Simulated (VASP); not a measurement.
# Ge (Fd-3m) in VASP: a series of runs

Runs on Ge. Level: PBEsol. Tasks: single point.

Program: VASP 6.6.1. These are calculated values, not measurements. Logs are shortened: lines on timing, memory, paths and dates and some standing lists are left out, and cuts for length are marked.

### 1 The cell of the first run

The structure is cubic, space group Fd-3m (No. 227). The conventional cell has a = 5.658 Å, b = 5.658 Å, c = 5.658 Å, α = 90.00°, β = 90.00°, γ = 90.00°. Ge (site symmetry -43m) has 4 Ge at 2.45 Å within 3.2 Å.

### 2 Single point, PBEsol

Contents of INCAR:

```
SYSTEM = Ge
PREC = Accurate
ENCUT = 520
EDIFF = 1E-7
ISMEAR = 0
SIGMA = 0.1
LREAL = .False.
LASPH = .True.
NELM = 60
ALGO = Normal
ISIF = 2
LWAVE = .False.
LCHARG = .False.
GGA = PS
NBANDS = 21
```

Contents of KPOINTS:

```
regular mesh
0
Gamma
  6 6 6
  0 0 0
```

Contents of POSCAR:

```
Ge
1.0
    0.0000000000      2.8290000000      2.8290000000
    2.8290000000      0.0000000000      2.8290000000
    2.8290000000      2.8290000000      0.0000000000
Ge
2
Direct
    0.0000000000      0.0000000000      0.0000000000
    0.2500000000      0.2500000000      0.2500000000
```

Potentials or basis: VASP PAW PBE potentials, release 64 (Ge_d).

Started as:

```bash
cat potpaw_PBE.64/Ge_d/POTCAR > POTCAR
mpirun -np 1 vasp_std > vasp.out
```

OUTCAR:

```text
SYSTEM = Ge
   PREC = Accurate
   ENCUT = 520
   EDIFF = 1E-7
   ISMEAR = 0
   LREAL = .False.
   LASPH = .True.
   NELM = 60
   ISIF = 2
   GGA = PS

 ion  position               nearest neighbor table
   1  0.000  0.000  0.000-   2 2.45   2 2.45   2 2.45   2 2.45
   2  0.250  0.250  0.250-   1 2.45   1 2.45   1 2.45   1 2.45

  LATTYP: Found a face centered cubic cell.
 ALAT       =     5.6580000000

  Lattice vectors:

 A1 = (   0.0000000000,   2.8290000000,   2.8290000000)
 A2 = (   2.8290000000,   0.0000000000,   2.8290000000)
 A3 = (   2.8290000000,   2.8290000000,   0.0000000000)

Analysis of symmetry for initial positions (statically):
=====================================================================
 Subroutine PRICEL returns:
 Original cell was already a primitive cell.

 Routine SETGRP: Setting up the symmetry group for a
 face centered cubic supercell.

 Subroutine GETGRP returns: Found 48 space group operations
 (whereof 24 operations were pure point group operations)
 out of a pool of 48 trial point group operations.

The static configuration has the point symmetry T_d .
 The point group associated with its full space group is O_h .

Analysis of symmetry for dynamics (positions and initial velocities):
=====================================================================
 Subroutine PRICEL returns:
 Original cell was already a primitive cell.

 Routine SETGRP: Setting up the symmetry group for a
 face centered cubic supercell.

 Subroutine GETGRP returns: Found 48 space group operations
 (whereof 24 operations were pure point group operations)
 out of a pool of 48 trial point group operations.

The dynamic configuration has the point symmetry T_d .
 The point group associated with its full space group is O_h .

 Subroutine INISYM returns: Found 48 space group operations
 (whereof 24 operations are pure point group operations),
 and found     1 'primitive' translations

----------------------------------------------------------------------------------------

                                     Primitive cell

  volume of cell :      45.2823

  direct lattice vectors                    reciprocal lattice vectors
     0.000000000  2.829000000  2.829000000    -0.176740898  0.176740898  0.176740898
     2.829000000  0.000000000  2.829000000     0.176740898 -0.176740898  0.176740898
     2.829000000  2.829000000  0.000000000     0.176740898  0.176740898 -0.176740898

  length of vectors
[... 71 lines left out ...]
   ENCUT  =  520.0 eV  38.22 Ry    6.18 a.u.   7.44  7.44  7.44*2*pi/ulx,y,z
   NELM   =     60;   NELMIN=  2; NELMDL= -5     # of ELM steps
   EDIFF  = 0.1E-06   stopping-criterion for ELM
   LREAL  =      F    real-space projection
   EDIFFG = 0.1E-05   stopping-criterion for IOM
   NSW    =      0    number of steps for IOM
   IBRION =     -1    ionic relax: 0-MD 1-quasi-New 2-CG
   NFREE  =      0    steps in history (QN), initial steepest desc. (CG)
   ISIF   =      2    stress and relaxation
   ISYM   =      2    0-nonsym 1-usesym 2-fastsym
   POTIM  = 0.5000    time-step for ionic-motion
   TEBEG  =    0.0;   TEEND  =   0.0 temperature during run
   PSTRESS=    0.0 pullay stress
   NELECT =      28.0000    total number of electrons
   NUPDOWN=      -1.0000    fix difference up-down
   EMIN   =  10.00;   EMAX   =-10.00  energy-range for DOS
   EFERMI =   0.00;   METHOD = LEGACY
   ISMEAR =     0;   SIGMA  =   0.10  broadening in eV -4-tet -1-fermi 0-gaus
   EFERMI_NEDOS =   21; number of points for ismear=-14 and -15
   IALGO  =     38    algorithm
   IMIX   =      4    mixing-type and parameters
     AMIX     =   0.40;   BMIX     =  1.00
     AMIX_MAG =   1.60;   BMIX_MAG =  1.00
  volume/ion in A,a.u.               =      22.64       152.79
  Fermi-wavevector in a.u.,A,eV,Ry     =   1.394712  2.635624 26.466349  1.945222
  Thomas-Fermi vector in A             =   2.518235
   LORBIT       =      0    0 simple, 1 ext, 2 COOP (PROOUT), +10 PAW based schemes
   GGA     = PS    functional components
   LHFCALC =     F    Hartree Fock is set to
   AEXX    =    0.0000 exact exchange contribution
   IVDW    =     0    specifies the selected vdW correction
   LEPSILON=     F    determine dielectric tensor
   LRPA    =     F    only Hartree local field effects (RPA)
 non-spin polarized calculation
 Gauss-broadening in eV      SIGMA  =   0.10
  energy-cutoff  :      520.00
  volume of cell :       45.28
 maximum number of plane-waves:      1243
 NGX is ok and might be reduce to    30
   NGX = 15   NGY = 15   NGZ = 15

 number of electron      28.0000022 magnetization

 Free energy of the ion-electron system (eV)
  ---------------------------------------------------
  ext. energy  EPLUGINS =         0.00000000
  ---------------------------------------------------
  free energy    TOTEN  =        -9.82749952 eV

  energy without entropy =       -9.82610175  energy(sigma->0) =       -9.82680064

 E-fermi :   4.8972     XC(G=0): -10.1222

 val. band max:        4.8703121679   @ k =   0.0000   0.0000   0.0000
 cond. band min:       4.9907253382   @ k =   0.5000   0.0000   0.0000
 fundamental gap:      0.1204131703
 Fermi energy:         4.8972087920

 k-point     1 :       0.0000    0.0000    0.0000
  band No.  band energies     occupation
      1     -19.8897      2.00000
      2     -19.8897      2.00000
      3     -19.8897      2.00000
      4     -19.8533      2.00000
      5     -19.8533      2.00000
      6     -19.6412      2.00000
[... 373 lines left out ...]
     20      15.8603      0.00000
     21      17.7588      0.00000

------------------------ aborting loop because EDIFF is reached ----------------------------------------

  FORCE on cell =-STRESS in cart. coord.  units (eV):
  Direction    XX          YY          ZZ          XY          YZ          ZX
  --------------------------------------------------------------------------------------
  -------------------------------------------------------------------------------------
  Total        0.1743165      0.1743165      0.1743165     -0.0000000     -0.0000000      0.0000000
  in kB        6.1676567      6.1676567      6.1676567     -0.0000000     -0.0000000      0.0000000
  external PRESSURE =       6.1676567 kB  Pullay stress =       0.0000000 kB

 VOLUME and BASIS-vectors are now :
 -----------------------------------------------------------------------------
  energy-cutoff  :      520.00
  volume of cell :       45.28
      direct lattice vectors                 reciprocal lattice vectors
     0.000000000  2.829000000  2.829000000    -0.176740898  0.176740898  0.176740898
     2.829000000  0.000000000  2.829000000     0.176740898 -0.176740898  0.176740898
     2.829000000  2.829000000  0.000000000     0.176740898  0.176740898 -0.176740898

 POSITION                                       TOTAL-FORCE (eV/Angst)
 -----------------------------------------------------------------------------------
      0.00000      0.00000      0.00000        -0.000000     -0.000000     -0.000000
      1.41450      1.41450      1.41450         0.000000      0.000000      0.000000
 -----------------------------------------------------------------------------------
    total drift:                                0.000000      0.000000      0.000000

  FREE ENERGIE OF THE ION-ELECTRON SYSTEM (eV)
  ---------------------------------------------------
  free  energy   TOTEN  =        -9.8274995212 eV

  energy  without entropy=       -9.8261017496  energy(sigma->0) =       -9.82680064
```

stdout:

```text
POSCAR found type information on POSCAR Ge
 POSCAR found :  1 types and       2 ions
 scaLAPACK will be used
 -----------------------------------------------------------------------------
|                                                                             |
|                                                                             |
|     You enforced a specific xc type in the INCAR file but a different       |
|     I HOPE YOU KNOW WHAT YOU ARE DOING!                                     |
|                                                                             |
 -----------------------------------------------------------------------------

 LDA part: xc-table for (Slater+PW92), standard interpolation
 POSCAR, INCAR and KPOINTS ok, starting setup
 FFT: planning ... GRIDC
 FFT: planning ... GRID_SOFT
 FFT: planning ... GRID
 WAVECAR not read
 entering main loop
```

Wall time 20 s (1 thread of AMD EPYC 7R13, shared host); peak memory 0.13 GiB.

What came out:

```yaml
Free_energy: -9.8275 eV
Pressure: 0.6 GPa
Band_gap_on_the_k_mesh: zero (filled and empty bands touch)
```

Caveat: the PAW data sets were made with another functional, which shifts forces and pressure a little.

### 3 Single point, PBEsol

This run uses another cell than the first one, of 22.85 Å³/atom, 1.009 times its volume.

Contents of INCAR:

```
SYSTEM = Ge
PREC = Accurate
ENCUT = 520
EDIFF = 1E-6
ISMEAR = 0
SIGMA = 0.1
LREAL = .FALSE.
LASPH = .TRUE.
NELM = 100
ALGO = Normal
ISIF = 2
LWAVE = .FALSE.
LCHARG = .TRUE.
GGA = PS
LELF = .TRUE.
LVHAR = .TRUE.
NBANDS = 21
```

Contents of KPOINTS:

```
regular mesh
0
G
  12 12 12
  0 0 0
```

Contents of POSCAR:

```
Ge
1.0
    0.0000000000      2.8378653514      2.8378653514
    2.8378653514      0.0000000000      2.8378653514
    2.8378653514      2.8378653514      0.0000000000
Ge
2
Direct
    0.0000000000      0.0000000000      0.0000000000
    0.2500000000      0.2500000000      0.2500000000
```

Potentials or basis: VASP PAW PBE potentials, release 64 (Ge_d).

Started as:

```bash
cat potpaw_PBE.64/Ge_d/POTCAR > POTCAR
mpirun -np 1 vasp_std > vasp.out
```

Run time: 81 s. Hardware: 1 thread of AMD EPYC 7R13, shared host; peak memory 0.17 GiB.

The run converged. Its results:

```
Free energy            : -9.8738 eV
Pressure               : -0.4 GPa
Band gap on the k mesh : zero (filled and empty bands touch)
```

Levels at points of the mesh, in eV from the Fermi level:
```
           k point  band 11  band 12  band 13  band 14  band 15  band 16  band 17  band 18
(0.00, 0.00, 0.00)   -12.73    -0.10    -0.01    -0.01    -0.01     2.52     2.52     2.52
(0.50, 0.00, 0.00)   -10.66    -7.59    -1.40    -1.40     0.09     3.70     3.70     6.95
(0.50, 0.50, 0.00)    -8.87    -8.87    -3.06    -3.06     0.67     0.67     9.40     9.40
```

Caveat: the PAW data sets were made with another functional, which shifts forces and pressure a little.
